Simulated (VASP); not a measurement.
# MgTe (P6_3mc) in VASP: elastic constants with PBEsol

Aim: the elastic constants of MgTe with PBEsol.

All numbers are computed with VASP 6.6.1; they aren't measurements. Logs are shortened: lines on timing, memory, paths and dates and some standing lists are left out, and cuts for length are marked.

### Step 1. The cell of the first run

Symmetry: P6_3mc, No. 186, hexagonal system. The conventional cell has a = 4.563 Å, b = 4.563 Å, c = 7.408 Å, α = 90.00°, β = 90.00°, γ = 120.00°. Mg (site symmetry 3m) has 4 Te at 2.79 Å within 3.7 Å. Te (site symmetry 3m) has 4 Mg at 2.79 Å within 3.7 Å.

### Step 2. Elastic constants, PBEsol

INCAR reads:

```
  ALGO = Normal
  EDIFF = 1E-8
  ENCUT = 600
  GGA = PS
  GGA_COMPAT = False
  IBRION = 6
  ISIF = 3
  ISMEAR = 0
  LASPH = True
  LCHARG = True
  LREAL = False
  LWAVE = False
  NELM = 120
  NFREE = 2
  NSW = 1
  POTIM = 0.015
  PREC = Accurate
  SIGMA = 0.01
```

KPOINTS reads:

```
k-points
0
Gamma
  6 6 4
```

POSCAR reads:

```
MgTe
1.0
    4.5626734624      0.0000000000      0.0000000000
   -2.2813367312      3.9513911276      0.0000000000
    0.0000000000      0.0000000000      7.4082505558
Mg Te
2 2
Direct
    0.3333333333      0.6666666667      0.0040101379
    0.6666666667      0.3333333333      0.5040101379
    0.3333333333      0.6666666667      0.3809898621
    0.6666666667      0.3333333333      0.8809898621
```

Potentials or basis: VASP PAW PBE potentials, release 64 (Mg, Te).

On the command line:

```bash
> cat potpaw_PBE.64/Mg/POTCAR potpaw_PBE.64/Te/POTCAR > POTCAR
> mpirun -np 1 vasp_std > vasp.out
```

OUTCAR:

```text
EDIFF = 1E-8
   ENCUT = 600
   GGA = PS
   IBRION = 6
   ISIF = 3
   ISMEAR = 0
   LASPH = True
   LREAL = False
   NELM = 120
   NFREE = 2
   NSW = 1
   POTIM = 0.015
   PREC = Accurate

 ion  position               nearest neighbor table
   1  0.333  0.667  0.004-   4 2.79   4 2.79   4 2.79   3 2.79
   2  0.667  0.333  0.504-   3 2.79   3 2.79   3 2.79   4 2.79
   3  0.333  0.667  0.381-   2 2.79   2 2.79   2 2.79   1 2.79
   4  0.667  0.333  0.881-   1 2.79   1 2.79   1 2.79   2 2.79

  LATTYP: Found a hexagonal cell.
 ALAT       =     4.5626734624
 C/A-ratio  =     1.6236644189

  Lattice vectors:

 A1 = (   4.5626734624,   0.0000000000,   0.0000000000)
 A2 = (  -2.2813367312,   3.9513911276,   0.0000000000)
 A3 = (   0.0000000000,   0.0000000000,   7.4082505558)

Analysis of symmetry for initial positions (statically):
=====================================================================
 Subroutine PRICEL returns:
 Original cell was already a primitive cell.

 Routine SETGRP: Setting up the symmetry group for a
 hexagonal supercell.

 Subroutine GETGRP returns: Found 12 space group operations
 (whereof  6 operations were pure point group operations)
 out of a pool of 24 trial point group operations.

The static configuration has the point symmetry C_3v.
 The point group associated with its full space group is C_6v.

Analysis of symmetry for dynamics (positions and initial velocities):
=====================================================================
 Subroutine PRICEL returns:
 Original cell was already a primitive cell.

 Routine SETGRP: Setting up the symmetry group for a
 hexagonal supercell.

 Subroutine GETGRP returns: Found 12 space group operations
 (whereof  6 operations were pure point group operations)
 out of a pool of 24 trial point group operations.

The dynamic configuration has the point symmetry C_3v.
 The point group associated with its full space group is C_6v.

 Subroutine INISYM returns: Found 12 space group operations
 (whereof  6 operations are pure point group operations),
 and found     1 'primitive' translations

----------------------------------------------------------------------------------------

                                     Primitive cell

  volume of cell :     133.5627

  direct lattice vectors                    reciprocal lattice vectors
     4.562673462  0.000000000  0.000000000     0.219169750  0.126537714  0.000000000
    -2.281336731  3.951391128  0.000000000     0.000000000  0.253075428  0.000000000
     0.000000000  0.000000000  7.408250556     0.000000000  0.000000000  0.134984635

  length of vectors
     4.562673462  4.562673462  7.408250556     0.253075428  0.253075428  0.134984635

  position of ions in fractional coordinates (direct lattice)
     0.333333333  0.666666667  0.004010138
     0.666666667  0.333333333  0.504010138
     0.333333333  0.666666667  0.380989862
     0.666666667  0.333333333  0.880989862

  ion indices of the primitive-cell ions
   primitive index   ion index
                 1           1
                 2           2
                 3           3
                 4           4

----------------------------------------------------------------------------------------

 KPOINTS: k-points

Automatic generation of k-mesh.
 Grid dimensions read from file:
 generate k-points for:    6    6    4

 Generating k-lattice:

  Cartesian coordinates                     Fractional coordinates (reciprocal lattice)
     0.036528292  0.021089619  0.000000000     0.166666667  0.000000000  0.000000000
     0.000000000  0.042179238  0.000000000     0.000000000  0.166666667  0.000000000
     0.000000000  0.000000000  0.033746159     0.000000000  0.000000000  0.250000000

  Length of vectors
[... 44 lines left out ...]
   ICHARG =      2    charge: 1-file 2-atom 10-const
   ISPIN  =      1    spin polarized calculation?
   LNONCOLLINEAR =      F non collinear calculations
   LSORBIT =      F    spin-orbit coupling
   LASPH  =      T    aspherical Exc in radial PAW
   ENCUT  =  600.0 eV  44.10 Ry    6.64 a.u.   9.11  9.11 14.80*2*pi/ulx,y,z
   NELM   =    120;   NELMIN=  2; NELMDL= -5     # of ELM steps
   EDIFF  = 0.1E-07   stopping-criterion for ELM
   LREAL  =      F    real-space projection
   EDIFFG = 0.1E-06   stopping-criterion for IOM
   NSW    =     85    number of steps for IOM
   IBRION =      6    ionic relax: 0-MD 1-quasi-New 2-CG
   NFREE  =      2    steps in history (QN), initial steepest desc. (CG)
   ISIF   =      3    stress and relaxation
   ISYM   =      2    0-nonsym 1-usesym 2-fastsym
   POTIM  = 0.0150    time-step for ionic-motion
   TEBEG  =    0.0;   TEEND  =   0.0 temperature during run
   PSTRESS=    0.0 pullay stress
   NELECT =      16.0000    total number of electrons
   NUPDOWN=      -1.0000    fix difference up-down
   EMIN   =  10.00;   EMAX   =-10.00  energy-range for DOS
   EFERMI =   0.00;   METHOD = LEGACY
   ISMEAR =     0;   SIGMA  =   0.01  broadening in eV -4-tet -1-fermi 0-gaus
   EFERMI_NEDOS =   21; number of points for ismear=-14 and -15
   IALGO  =     38    algorithm
   IMIX   =      4    mixing-type and parameters
     AMIX     =   0.40;   BMIX     =  1.00
     AMIX_MAG =   1.60;   BMIX_MAG =  1.00
  volume/ion in A,a.u.               =      33.39       225.33
  Fermi-wavevector in a.u.,A,eV,Ry     =   0.807024  1.525054  8.861308  0.651288
  Thomas-Fermi vector in A             =   1.915566
   LORBIT       =      0    0 simple, 1 ext, 2 COOP (PROOUT), +10 PAW based schemes
   GGA     = PS    functional components
   LHFCALC =     F    Hartree Fock is set to
   AEXX    =    0.0000 exact exchange contribution
   IVDW    =     0    specifies the selected vdW correction
   LEPSILON=     F    determine dielectric tensor
   LRPA    =     F    only Hartree local field effects (RPA)
 finite differences with symmetry
 non-spin polarized calculation
 Gauss-broadening in eV      SIGMA  =   0.01
  energy-cutoff  :      600.00
  volume of cell :      133.56
 maximum number of plane-waves:      4506
   NGX = 19   NGY = 19   NGZ = 29

--------------------------------------- Ionic step        1  -------------------------------------------

 number of electron      16.0000001 magnetization

 Free energy of the ion-electron system (eV)
  ---------------------------------------------------
  ext. energy  EPLUGINS =         0.00000000
  ---------------------------------------------------
  free energy    TOTEN  =       -13.79112392 eV

  energy without entropy =      -13.79112392  energy(sigma->0) =      -13.79112392

------------------------ aborting loop because EDIFF is reached ----------------------------------------

  FORCE on cell =-STRESS in cart. coord.  units (eV):
  Direction    XX          YY          ZZ          XY          YZ          ZX
  --------------------------------------------------------------------------------------
  -------------------------------------------------------------------------------------
  Total        0.0180398      0.0180398      0.0301857      0.0000000      0.0000000      0.0000000
  in kB        0.2163997      0.2163997      0.3620986      0.0000000      0.0000000      0.0000000
  external PRESSURE =       0.2649660 kB  Pullay stress =       0.0000000 kB
[... 95 lines left out ...]
  FREE ENERGIE OF THE ION-ELECTRON SYSTEM (eV)
  ---------------------------------------------------
  free  energy   TOTEN  =       -13.7838184554 eV

  energy  without entropy=      -13.7838184554  energy(sigma->0) =      -13.78381846

[... ionic steps 4 to 18 ...]

--------------------------------------- Ionic step       19  -------------------------------------------

 number of electron      16.0000001 magnetization

------------------------ aborting loop because EDIFF is reached ----------------------------------------
[... 71 lines left out ...]
--------------------------------------- Ionic step       21  -------------------------------------------

 number of electron      16.0000001 magnetization

 Free energy of the ion-electron system (eV)
  ---------------------------------------------------
  ext. energy  EPLUGINS =         0.00000000
  ---------------------------------------------------
  free energy    TOTEN  =       -13.79050945 eV

  energy without entropy =      -13.79050945  energy(sigma->0) =      -13.79050945

 E-fermi :   1.9272     XC(G=0):  -8.0329

 val. band max:        1.8824808657   @ k =   0.0000   0.0000   0.0000
 cond. band min:       4.2780514062   @ k =   0.0000   0.0000   0.0000
 fundamental gap:      2.3955705405
 Fermi energy:         1.9272286159

 k-point     1 :       0.0000    0.0000    0.0000
  band No.  band energies     occupation
      1      -8.3990      2.00000
      2      -7.7774      2.00000
      3      -1.4298      2.00000
      4       1.3791      2.00000
      5       1.3791      2.00000
      6       1.8748      2.00000
      7       1.8748      2.00000
      8       1.8825      2.00000
      9       4.2781      0.00000
     10       4.8005      0.00000
     11       7.1201      0.00000
     12       7.1201      0.00000
[... 374 lines left out ...]
  FREE ENERGIE OF THE ION-ELECTRON SYSTEM (eV)
  ---------------------------------------------------
  free  energy   TOTEN  =       -13.7905094549 eV

  energy  without entropy=      -13.7905094549  energy(sigma->0) =      -13.79050945

 INTERNAL STRAIN TENSORS FROM STRAINED CELLS
 ============================================

 INTERNAL STRAIN TENSOR FOR ION    1 for displacements in x,y,z  (eV/Angst):
          X           Y           Z          XY          YZ          ZX
  --------------------------------------------------------------------------------
  x     0.00000     0.00000     0.00000    -4.35872    -0.00000    -3.22279
  y    -4.36596     4.37522    -0.00000     0.00000    -3.22758     0.00001
  z    -3.12363    -3.13757     6.37884    -0.00013     0.00079     0.00002

 INTERNAL STRAIN TENSORS FROM DISPLACED ATOMS
 ============================================

 INTERNAL STRAIN TENSOR FOR ION    1 for displacements in x,y,z  (eV/Angst):
          X           Y           Z          XY          YZ          ZX
  --------------------------------------------------------------------------------
  x     0.00000     0.00000     0.00000    -4.36193    -0.00000    -3.24092
  y    -4.36193     4.36193     0.00000    -0.00000    -3.24092     0.00000
  z    -3.11596    -3.11596     6.39763    -0.00000    -0.00000     0.00000

 INTERNAL STRAIN TENSOR FOR ION    4 for displacements in x,y,z  (eV/Angst):
          X           Y           Z          XY          YZ          ZX
  --------------------------------------------------------------------------------
  x     0.00000    -0.00000    -0.00000     5.16289     0.00000     3.24049
  y     5.16289    -5.16289     0.00000    -0.00000     3.24049     0.00000
  z     3.13100     3.13100    -6.33685     0.00000     0.00000     0.00000

 Eigenvectors and eigenvalues of the dynamical matrix
 ----------------------------------------------------

   1 f  =    7.829877 THz    49.196570 2PiTHz  261.176591 cm-1    32.381756 meV
             X         Y         Z           dx          dy          dz
     -0.000000  2.634261  0.029708    -0.000000    0.000000   -0.698934
      2.281337  1.317130  3.733833    -0.000000    0.000000    0.698934
     -0.000000  2.634261  2.822468     0.000000   -0.000000    0.107198
      2.281337  1.317130  6.526594     0.000000   -0.000000   -0.107198
[... 71 lines left out ...]
  12 f/i=    0.000670 THz     0.004213 2PiTHz    0.022364 cm-1     0.002773 meV
             X         Y         Z           dx          dy          dz
     -0.000000  2.634261  0.029708     0.000000   -0.000000   -0.282782
      2.281337  1.317130  3.733833     0.000000   -0.000000   -0.282782
     -0.000000  2.634261  2.822468     0.000000   -0.000000   -0.648101
      2.281337  1.317130  6.526594     0.000000   -0.000000   -0.648101

--------------------------------------------------------------------------------------------------------

 ELASTIC MODULI CONTR FROM IONIC RELAXATION (kBar)
 Direction    XX          YY          ZZ          XY          YZ          ZX
 --------------------------------------------------------------------------------
 XX        -197.4539     83.1133    116.5423     -0.0000     -0.0000     -0.0000
 YY          83.1133   -197.4539    116.5423      0.0000      0.0000      0.0000
 ZZ         116.5423    116.5423   -237.5727      0.0000     -0.0000      0.0000
 XY          -0.0000      0.0000      0.0000   -140.2836     -0.0000     -0.0000
 YZ          -0.0000      0.0000     -0.0000     -0.0000    -58.4704      0.0000
 ZX          -0.0000      0.0000      0.0000     -0.0000      0.0000    -58.4704
 --------------------------------------------------------------------------------

 TOTAL ELASTIC MODULI (kBar)
 Direction    XX          YY          ZZ          XY          YZ          ZX
 --------------------------------------------------------------------------------
 XX         527.4554    309.5352    264.0726     -0.0000     -0.0000     -0.0000
 YY         309.5352    527.4554    264.0726      0.0000      0.0000      0.0000
 ZZ         264.0726    264.0726    562.2966      0.0000     -0.0000      0.0000
 XY          -0.0000      0.0000      0.0000    108.9601     -0.0000     -0.0000
 YZ          -0.0000      0.0000     -0.0000     -0.0000     98.3322      0.0000
 ZX          -0.0000      0.0000      0.0000     -0.0000      0.0000     98.3322
 --------------------------------------------------------------------------------
```

Wall time 9.3 min (1 thread of Intel Xeon 6975P-C (Granite Rapids), shared host); peak memory 0.49 GiB.

Results:

```
Elastic constants C11, C12, C44                         : 53, 31, 10 GPa
Voigt bulk modulus                                      : 37 GPa
Highest phonon frequency at Γ, LO-TO splitting left out : 261 cm⁻¹
```

Phonon frequencies in cm⁻¹ (negative: imaginary):
```tsv
q point	frequencies
(0.000, 0.000, 0.000)	0 0 0 36 36 114 234 235 235 240 240 261
```

Elastic tensor in Voigt notation (GPa, in the Cartesian axes of the cell as first typed):
```
53 31 26  0  0  0
31 53 26  0  0  0
26 26 56  0  0  0
 0  0  0 10  0  0
 0  0  0  0 10  0
 0  0  0  0  0 11
```

Clamped-ion elastic tensor (GPa):
```
72 23 15  0  0  0
23 72 15  0  0  0
15 15 80  0  0  0
 0  0  0 16  0  0
 0  0  0  0 16  0
 0  0  0  0  0 25
```

Caveat: the PAW data sets were made with another functional, which shifts forces and pressure a little; spin-orbit coupling is left out, which moves the levels of the heavy elements.
